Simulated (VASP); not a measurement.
A run of VASP 6.6.1 is set up as follows.

File INCAR:

```
SYSTEM = LuHfO
  PREC = Accurate
  ENCUT = 520
  EDIFF = 1E-7
  ISMEAR = 0
  SIGMA = 0.1
  LREAL = .False.
  LASPH = .True.
  NELM = 60
  ALGO = Normal
  ISIF = 2
  LWAVE = .False.
  LCHARG = .False.
  GGA = PE
  NBANDS = 28
```

KPOINTS

```
regular mesh
0
Gamma
  6 6 6
  0 0 0
```

POSCAR

```
LuHfO
1.0
    3.3911513217      0.0000000000      0.0000000000
    0.0000000000      3.3911513217      0.0000000000
    0.0000000000      0.0000000000      4.3741220747
Lu Hf O
1 1 1
Direct
    0.0000000000      0.0000000000      0.0000000000
    0.5000000000      0.5000000000      0.5000000000
    0.5000000000      0.5000000000      0.0000000000
```

Potentials or basis: VASP PAW PBE potentials, release 64 (Lu, Hf_pv, O).

Command:

```bash
$ cat potpaw_PBE.64/Lu/POTCAR potpaw_PBE.64/Hf_pv/POTCAR potpaw_PBE.64/O/POTCAR > POTCAR
$ mpirun -np 1 vasp_std > vasp.out
```

Problem. Estimate the pressure.

Solution. -0.2 GPa.

Problem. What does it give for the band gap on the k mesh?

Solution. Zero (an odd number of electrons rules out a gap without spin polarisation).

Stress tensor (GPa, compression positive):
```
 0.34  0.00  0.00
 0.00  0.34  0.00
 0.00  0.00 -1.30
```

Caveat: spin-orbit coupling is left out, which moves the levels of the heavy elements; an odd number of electrons without spin polarisation forces a metal; a magnetic or distorted state may lie lower.
